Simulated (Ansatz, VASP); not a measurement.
Ga2GeSe2 in VASP and in Ansatz

```
CELL_PARAMETERS angstrom
4.08188 0.00000 0.00000
-2.04094 3.53501 0.00000
0.00000 0.00000 8.85905
ATOMIC_POSITIONS crystal
Ga 0.33333 0.66667 0.06020
Ga 0.66667 0.33333 0.93980
Ge 0.00000 0.00000 0.50000
Se 0.33333 0.66667 0.33070
Se 0.66667 0.33333 0.66930
```

Alike in both runs: functional PBE; k mesh 6 × 6 × 4; occupations gaussian, width 0.1 eV; no spin polarisation.

Ansatz relaxed the structure, and its values are those at the end. VASP's run is a single point on that final structure, the one shown.

```csv
,VASP,Ansatz
version,VASP 6.6.1,Ansatz 0.2.0
potentials or method,"VASP PAW PBE potentials, release 64 (Ga_d, Ge_d, Se), cutoff 520 eV","scalar-relativistic, plane waves, PAW"
valence electrons in the cell,52,72
```

|  | VASP | Ansatz | Ansatz less VASP |
| --- | --- | --- | --- |
| gap on the k mesh at the Fermi level (eV) | none | none | - |
| pressure (GPa) | 0.0 | 0.0 | -0.07 |
| rms of the force components (eV/Å) | 0.002 | 0.003 | +0.0010 |

A gap of «none» marks a metal or a gap that the smearing closes. VASP's potentials hold 52 valence electrons a cell and Ansatz's 72, so a difference there can come from the potentials and not from the codes.
